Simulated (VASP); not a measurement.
VH:

```xyz
2
Lattice="0.0000 1.9638 1.9638 1.9638 0.0000 1.9638 1.9638 1.9638 0.0000" Properties=species:S:1:pos:R:3 pbc="T T T"
V     0.0000    0.0000    0.0000
H     1.9638    1.9638    1.9638
```

Base run:

- Program: VASP 6.6.1
- Functional: LDA
- Potentials or basis: VASP PAW LDA potentials, release 64 (V_sv, H)
- Cutoff: 500 eV
- k mesh: 14 × 14 × 14
- Occupations: gaussian, width 0.1 eV
- Spin: collinear spin, ferromagnetic start
- Starting moments: [0.78, 0.06] μB
- Fixed moment: 1.1 μB

Its results: pressure -5.0 GPa; site moments V +0.95; H +0.00 μB.

Problem. After a change of settings the same cell gave: pressure 1.9 GPa; site moments V +1.54; H +0.00 μB. Which change was it?
A. fixed moment from 1.1 μB to 1.8 μB; moments at the start from [0.78, 0.06] to [1.26, 0.09]
B. fixed moment from 1.1 μB to 0.4 μB; moments at the start from [0.78, 0.06] to [0.3, 0.02]
C. fixed moment from 1.1 μB to 0.7 μB; moments at the start from [0.78, 0.06] to [0.51, 0.03]
D. fixed moment from 1.1 μB to 1.4 μB; moments at the start from [0.78, 0.06] to [0.99, 0.07]

Solution. A.

Caveats: the total moment is fixed, so each spin has its own Fermi level and the state may be an excited one; the cell stands under tension (at least some runs).
